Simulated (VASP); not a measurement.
# LiPS3 (C2/m) in VASP: single point with PBE

Aim: the single point of LiPS3 with PBE.

Everything below comes from runs of VASP 6.6.1. Logs are shortened: lines on timing, memory, paths and dates and some standing lists are left out, and cuts for length are marked.

### Step 1. The cell of the first run

The structure is monoclinic, space group C2/m (No. 12). The conventional cell has a = 5.816 Å, b = 10.099 Å, c = 6.419 Å, α = 90.00°, β = 107.73°, γ = 90.00°. Within 3.3 Å of Li (site symmetry 2) lie 6 S at 2.50 to 2.69 Å and 1 Li at 3.20 Å. P (site symmetry 2) has 6 S at 2.24 to 2.29 Å within 3.0 Å. S (site symmetry m) has 2 P at 2.24 Å and 2 Li at 2.66 Å and 1 S at 2.97 Å within 3.0 Å. S (site symmetry 1) has 2 P at 2.24 to 2.29 Å and 2 Li at 2.50 to 2.69 Å and 7 S at 3.03 to 3.38 Å within 3.4 Å.

The cell was built from a structure type or drawn by symmetry, and may not be a known phase.

### Step 2. Single point, PBE

File INCAR:

```
PREC = Accurate
ENCUT = 750
EDIFF = 1E-6
ISMEAR = 0
SIGMA = 0.15
LREAL = F
LASPH = T
NELM = 120
ALGO = Normal
ISIF = 2
LWAVE = F
LCHARG = F
GGA = PE
NBANDS = 37
GGA_COMPAT = F
```

File KPOINTS:

```
regular mesh
0
Gamma
  3 3 2
```

File POSCAR:

```
LiPS3
1.0
    2.9054994263     -5.0496948061     -0.1245179648
    2.9054994263      5.0496948061     -0.1245179648
   -1.6916139341      0.0000000000      6.1925917198
Li P S
2 2 6
Direct
    0.1582429489      0.8417570511      0.5000000000
    0.8417570511      0.1582429489      0.5000000000
    0.3336427537      0.6663572463      0.0000000000
    0.6663572463      0.3336427537      0.0000000000
    0.2973407059      0.2973407059      0.7924050786
    0.7026592941      0.7026592941      0.2075949214
    0.5610229371      0.9344764329      0.7851231393
    0.0655235671      0.4389770629      0.2148768607
    0.4389770629      0.0655235671      0.2148768607
    0.9344764329      0.5610229371      0.7851231393
```

Potentials or basis: VASP PAW PBE potentials, release 64 (Li_sv, P, S).

On the command line:

```bash
$ cat potpaw_PBE.64/Li_sv/POTCAR potpaw_PBE.64/P/POTCAR potpaw_PBE.64/S/POTCAR > POTCAR
$ mpirun -np 1 vasp_std > vasp.out
```

OUTCAR:

```text
PREC = Accurate
   ENCUT = 750
   EDIFF = 1E-6
   ISMEAR = 0
   LREAL = F
   LASPH = T
   NELM = 120
   ISIF = 2
   GGA = PE

 ion  position               nearest neighbor table
   1  0.158  0.842  0.500-   7 2.50   8 2.50   5 2.66   6 2.66   9 2.69  10 2.69
   2  0.842  0.158  0.500-   9 2.50  10 2.50   5 2.66   6 2.66   7 2.69   8 2.69
   3  0.334  0.666  0.000-   9 2.24  10 2.24   5 2.24   6 2.24   7 2.29   8 2.29
   4  0.666  0.334  0.000-   7 2.24   8 2.24   5 2.24   6 2.24   9 2.29  10 2.29
   5  0.297  0.297  0.792-   3 2.24   4 2.24   1 2.66   2 2.66
   6  0.703  0.703  0.208-   3 2.24   4 2.24   1 2.66   2 2.66
   7  0.561  0.934  0.785-   4 2.24   3 2.29   1 2.50   2 2.69
   8  0.066  0.439  0.215-   4 2.24   3 2.29   1 2.50   2 2.69
   9  0.439  0.066  0.215-   3 2.24   4 2.29   2 2.50   1 2.69
  10  0.934  0.561  0.785-   3 2.24   4 2.29   2 2.50   1 2.69

  LATTYP: Found a base centered monoclinic cell.
 ALAT       =     5.8163327414
 B/A-ratio  =     1.7363844300
 C/A-ratio  =     1.1036992457
 COS(beta)  =    -0.3045742160

  Lattice vectors:

 A1 = (   2.9054994263,  -5.0496948061,  -0.1245179648)
 A2 = (   2.9054994263,   5.0496948061,  -0.1245179648)
 A3 = (  -1.6916139341,   0.0000000000,   6.1925917198)

Analysis of symmetry for initial positions (statically):
=====================================================================
 Subroutine PRICEL returns:
 Original cell was already a primitive cell.

 Routine SETGRP: Setting up the symmetry group for a
 base centered monoclinic supercell.

 Subroutine GETGRP returns: Found  4 space group operations
 (whereof  4 operations were pure point group operations)
 out of a pool of  4 trial point group operations.

The static configuration has the point symmetry C_2h.

Analysis of symmetry for dynamics (positions and initial velocities):
=====================================================================
 Subroutine PRICEL returns:
 Original cell was already a primitive cell.

 Routine SETGRP: Setting up the symmetry group for a
 base centered monoclinic supercell.

 Subroutine GETGRP returns: Found  4 space group operations
 (whereof  4 operations were pure point group operations)
 out of a pool of  4 trial point group operations.

The dynamic configuration has the point symmetry C_2h.

 Subroutine INISYM returns: Found  4 space group operations
 (whereof  4 operations are pure point group operations),
 and found     1 'primitive' translations

----------------------------------------------------------------------------------------

                                     Primitive cell

  volume of cell :     179.5867

  direct lattice vectors                    reciprocal lattice vectors
     2.905499426 -5.049694806 -0.124517965     0.174125920 -0.099015885  0.047565518
     2.905499426  5.049694806 -0.124517965     0.174125920  0.099015885  0.047565518
    -1.691613934  0.000000000  6.192591720     0.007002498  0.000000000  0.163396130

  length of vectors
     5.827250576  5.827250576  6.419482059     0.205879722  0.205879722  0.163546111

  position of ions in fractional coordinates (direct lattice)
     0.158242949  0.841757051  0.500000000
     0.841757051  0.158242949  0.500000000
     0.333642754  0.666357246  1.000000000
     0.666357246  0.333642754  1.000000000
     0.297340706  0.297340706  0.792405079
     0.702659294  0.702659294  0.207594921
     0.561022937  0.934476433  0.785123139
     0.065523567  0.438977063  0.214876861
     0.438977063  0.065523567  0.214876861
     0.934476433  0.561022937  0.785123139

  ion indices of the primitive-cell ions
   primitive index   ion index
                 1           1
                 2           2
                 3           3
                 4           4
                 5           5
                 6           6
                 7           7
                 8           8
                 9           9
                10          10

----------------------------------------------------------------------------------------

 KPOINTS: regular mesh

Automatic generation of k-mesh.
 Grid dimensions read from file:
 generate k-points for:    3    3    2

 Generating k-lattice:

  Cartesian coordinates                     Fractional coordinates (reciprocal lattice)
     0.058041973 -0.033005295  0.015855173     0.333333333 -0.000000000  0.000000000
     0.058041973  0.033005295  0.015855173    -0.000000000  0.333333333  0.000000000
     0.003501249  0.000000000  0.081698065    -0.000000000 -0.000000000  0.500000000

  Length of vectors
     0.068626574  0.068626574  0.081773055

  Shift w.r.t. Gamma in fractional coordinates (k-lattice)
     0.000000000  0.000000000  0.000000000

 Subroutine IBZKPT returns following result:
 ===========================================

 Found      8 irreducible k-points:

 Following reciprocal coordinates:
            Coordinates               Weight
  0.000000  0.000000  0.000000      1.000000
  0.333333  0.000000 -0.000000      4.000000
  0.333333  0.333333 -0.000000      2.000000
 -0.333333  0.333333  0.000000      2.000000
  0.000000  0.000000  0.500000      1.000000
  0.333333  0.000000  0.500000      4.000000
  0.333333  0.333333  0.500000      2.000000
 -0.333333  0.333333  0.500000      2.000000
   k-points           NKPTS =      8   k-points in BZ     NKDIM =      8   number of bands    NBANDS=     37
   number of dos      NEDOS =    301   number of ions     NIONS =     10
   total plane-waves  NPLWV = 174960
   dimension x,y,z NGX =    54 NGY =   54 NGZ =   60
   dimension x,y,z NGXF=   108 NGYF=  108 NGZF=  120
   ions per type =               2   2   6
   NGX,Y,Z   is equivalent  to a cutoff of  15.41, 15.41, 15.54 a.u.
   NGXF,Y,Z  is equivalent  to a cutoff of  30.81, 30.81, 31.08 a.u.
 SYSTEM =  unknown system
   PREC   = accura    normal or accurate (medium, high low for compatibility)
   ISTART =      0    job   : 0-new  1-cont  2-samecut
   ICHARG =      2    charge: 1-file 2-atom 10-const
   ISPIN  =      1    spin polarized calculation?
   LNONCOLLINEAR =      F non collinear calculations
   LSORBIT =      F    spin-orbit coupling
   LASPH  =      T    aspherical Exc in radial PAW
   ENCUT  =  750.0 eV  55.12 Ry    7.42 a.u.  13.01 13.01 14.33*2*pi/ulx,y,z
   NELM   =    120;   NELMIN=  2; NELMDL= -5     # of ELM steps
   EDIFF  = 0.1E-05   stopping-criterion for ELM
   LREAL  =      F    real-space projection
   EDIFFG = 0.1E-04   stopping-criterion for IOM
   NSW    =      0    number of steps for IOM
   IBRION =     -1    ionic relax: 0-MD 1-quasi-New 2-CG
   NFREE  =      0    steps in history (QN), initial steepest desc. (CG)
   ISIF   =      2    stress and relaxation
   ISYM   =      2    0-nonsym 1-usesym 2-fastsym
   POTIM  = 0.5000    time-step for ionic-motion
   TEBEG  =    0.0;   TEEND  =   0.0 temperature during run
   PSTRESS=    0.0 pullay stress
   NELECT =      52.0000    total number of electrons
   NUPDOWN=      -1.0000    fix difference up-down
   EMIN   =  10.00;   EMAX   =-10.00  energy-range for DOS
   EFERMI =   0.00;   METHOD = LEGACY
   ISMEAR =     0;   SIGMA  =   0.15  broadening in eV -4-tet -1-fermi 0-gaus
   EFERMI_NEDOS =   21; number of points for ismear=-14 and -15
   IALGO  =     38    algorithm
   IMIX   =      4    mixing-type and parameters
     AMIX     =   0.40;   BMIX     =  1.00
     AMIX_MAG =   1.60;   BMIX_MAG =  1.00
  volume/ion in A,a.u.               =      17.96       121.19
  Fermi-wavevector in a.u.,A,eV,Ry     =   1.083057  2.046681 15.959797  1.173012
  Thomas-Fermi vector in A             =   2.219113
   LORBIT       =      0    0 simple, 1 ext, 2 COOP (PROOUT), +10 PAW based schemes
   GGA     = PE    functional components
   LHFCALC =     F    Hartree Fock is set to
   AEXX    =    0.0000 exact exchange contribution
   IVDW    =     0    specifies the selected vdW correction
   LEPSILON=     F    determine dielectric tensor
   LRPA    =     F    only Hartree local field effects (RPA)
 non-spin polarized calculation
 Gauss-broadening in eV      SIGMA  =   0.15
  energy-cutoff  :      750.00
  volume of cell :      179.59
 maximum number of plane-waves:      8430
 NGX is ok and might be reduce to    54
   NGX = 27   NGY = 27   NGZ = 29

 number of electron      51.9999995 magnetization

 Free energy of the ion-electron system (eV)
  ---------------------------------------------------
  ext. energy  EPLUGINS =         0.00000000
  ---------------------------------------------------
  free energy    TOTEN  =       -42.82689062 eV

  energy without entropy =      -42.82686829  energy(sigma->0) =      -42.82687946

 E-fermi :   4.4020     XC(G=0):  -9.3819

 val. band max:        4.0057937385   @ k =   0.3333   0.3333   0.5000
 cond. band min:       4.7722589111   @ k =   0.0000   0.0000   0.0000
 fundamental gap:      0.7664651726
 Fermi energy:         4.4020327432

 k-point     1 :       0.0000    0.0000    0.0000
  band No.  band energies     occupation
      1     -41.1607      2.00000
      2     -41.1573      2.00000
      3     -11.9661      2.00000
      4      -8.7722      2.00000
      5      -8.4394      2.00000
      6      -8.3220      2.00000
[... 29 lines left out ...]
     36      11.1493      0.00000
     37      11.1557      0.00000

 k-point     2 :       0.3333    0.0000   -0.0000
  band No.  band energies     occupation
      1     -41.1602      2.00000
      2     -41.1578      2.00000
      3     -11.5579      2.00000
      4      -9.9801      2.00000
      5      -8.5669      2.00000
      6      -8.4597      2.00000
[... 29 lines left out ...]
     36      10.7556      0.00000
     37      11.1522      0.00000
[... 198 lines left out ...]
     36      10.3281      0.00000
     37      10.5277      0.00000

 k-point     8 :      -0.3333    0.3333    0.5000
  band No.  band energies     occupation
      1     -41.1599      2.00000
      2     -41.1581      2.00000
      3     -11.5219      2.00000
      4      -9.9889      2.00000
      5      -8.6710      2.00000
      6      -8.4584      2.00000
[... 29 lines left out ...]
     36      10.7302      0.00000
     37      10.8692      0.00000

------------------------ aborting loop because EDIFF is reached ----------------------------------------

  FORCE on cell =-STRESS in cart. coord.  units (eV):
  Direction    XX          YY          ZZ          XY          YZ          ZX
  --------------------------------------------------------------------------------------
  -------------------------------------------------------------------------------------
  Total       -0.6902339     -0.7712484     -0.5707430      0.0000000      0.0000000     -0.0826280
  in kB       -6.1579009     -6.8806693     -5.0918662      0.0000000      0.0000000     -0.7371635
  external PRESSURE =      -6.0434788 kB  Pullay stress =       0.0000000 kB

 VOLUME and BASIS-vectors are now :
 -----------------------------------------------------------------------------
  energy-cutoff  :      750.00
  volume of cell :      179.59
      direct lattice vectors                 reciprocal lattice vectors
     2.905499426 -5.049694806 -0.124517965     0.174125920 -0.099015885  0.047565518
     2.905499426  5.049694806 -0.124517965     0.174125920  0.099015885  0.047565518
    -1.691613934  0.000000000  6.192591720     0.007002498  0.000000000  0.163396130

 POSITION                                       TOTAL-FORCE (eV/Angst)
 -----------------------------------------------------------------------------------
      2.05969      3.45154      2.97178        -0.000000     -0.001618      0.000000
      2.05969     -3.45154      2.97178        -0.000000      0.001618      0.000000
      2.90550      1.68011     -0.12452        -0.000000      0.041113      0.000000
      2.90550     -1.68011     -0.12452        -0.000000     -0.041113     -0.000000
      0.38740      0.00000      4.83299         0.092815      0.000000      0.037522
      3.73198      0.00000      1.11056        -0.092815      0.000000     -0.037522
      3.01705      1.88583      4.67573         0.028722      0.022508      0.069220
      1.10234      1.88583      1.26783        -0.028722      0.022508     -0.069220
      1.10234     -1.88583      1.26783        -0.028722     -0.022508     -0.069220
      3.01705     -1.88583      4.67573         0.028722     -0.022508      0.069220
 -----------------------------------------------------------------------------------
    total drift:                               -0.000000      0.000000      0.000000

  FREE ENERGIE OF THE ION-ELECTRON SYSTEM (eV)
  ---------------------------------------------------
  free  energy   TOTEN  =       -42.8268906201 eV

  energy  without entropy=      -42.8268682941  energy(sigma->0) =      -42.82687946
```

It took 58 s on 1 thread of Intel Xeon 6975P-C (Granite Rapids), shared host; peak memory 0.44 GiB.

What came out:

```yaml
Free_energy: -42.8269 eV
Pressure: -0.6 GPa
Largest_force: 0.100 eV/Å
Band_gap_on_the_k_mesh: 0.77 eV (least direct gap 0.91 eV)
```

Forces on the atoms (eV/Å):
```
Li   0.000 -0.002  0.000
Li   0.000  0.002  0.000
P    0.000  0.041  0.000
P    0.000 -0.041  0.000
S    0.093  0.000  0.038
S   -0.093  0.000 -0.038
S    0.029  0.023  0.069
S   -0.029  0.023 -0.069
S   -0.029 -0.023 -0.069
S    0.029 -0.023  0.069
```

Caveat: the k points lie up to 0.51 Å⁻¹ apart; an odd mesh through Γ misses points on the zone boundary, where band edges can lie.
